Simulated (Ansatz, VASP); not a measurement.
# Rh: VASP beside Ansatz

INCAR

```
PREC     = Accurate       # precision mode
ENCUT    = 520            # plane-wave cutoff, eV
EDIFF    = 1E-6           # SCF threshold, eV
ISMEAR   = 0              # smearing method
SIGMA    = 0.15           # smearing width, eV
LREAL    = F              # projectors in reciprocal space
LASPH    = T              # aspherical terms in the spheres
NELM     = 60             # most SCF steps
ALGO     = Fast           # electronic algorithm
ISIF     = 2              # what is computed and relaxed
LWAVE    = F              # write WAVECAR
LCHARG   = F              # write CHGCAR
GGA      = PS             # functional
NBANDS   = 22             # bands
```

KPOINTS

```
regular mesh
0
Gamma
  18 18 12
```

Contents of POSCAR:

```
Rh
1.0
    2.7309790422      0.0000000000      0.0000000000
   -1.3654895211      2.3650972278      0.0000000000
    0.0000000000      0.0000000000      4.4284890000
Rh
2
Direct
    0.6032443269      0.2064886538      0.7161284018
    0.3333333333      0.6666666667      0.2500000000
```

Input for Ansatz:

```yaml
crystal:
  lattice:
    - [2.7309790422, 0.0, 0.0]
    - [-1.3654895211, 2.3650972278, 0.0]
    - [0.0, 0.0, 4.428489]
  atoms:
    - { symbol: Rh, position: [0.6032443269, 0.2064886538, 0.7161284018] }
    - { symbol: Rh, position: [0.3333333333, 0.6666666667, 0.25] }
basis:
  ecutwfc: 420
kpoints:
  mp_grid: { grid: [18, 18, 12] }
hamiltonian:
  xc: pbesol
scf:
  occupations: { method: gaussian, width: 0.15 }
output:
  forces: true
  stress: true
  eigenvalues: true
  write_density: true
  write_potential: true
  elf: true
  volumetric_format: npy
```

Alike in both runs: task single point; functional PBEsol; k mesh 18 × 18 × 12; occupations gaussian, width 0.15 eV; no spin polarisation.

|  | VASP | Ansatz |
| --- | --- | --- |
| version | VASP 6.6.1 | Ansatz 0.2.0 |
| potentials or method | VASP PAW PBE potentials, release 64 (Rh_pv), cutoff 520 eV | scalar-relativistic, plane waves, PAW |
| valence electrons in the cell | 30 | 34 |

Ansatz gave:

```
gap on the k mesh at the Fermi level (eV)                     : none
pressure (GPa)                                                : -7.3
traceless stress, the component that is largest in VASP (GPa) : 6.78
rms of the force components (eV/Å)                            : 1.172
```

Task: Estimate VASP's values.

Result: gap on the k mesh at the Fermi level (eV): none; pressure (GPa): -7.2; traceless stress, the component that is largest in VASP (GPa): 6.86; rms of the force components (eV/Å): 1.180.

VASP's potentials were made for PBE, not for PBEsol. Atom by atom the forces differ by 0.008 eV/Å (rms over components). A gap of «none» marks a metal or a gap that the smearing closes. VASP's potentials hold 30 valence electrons a cell and Ansatz's 34, so a difference there can come from the potentials and not from the codes.
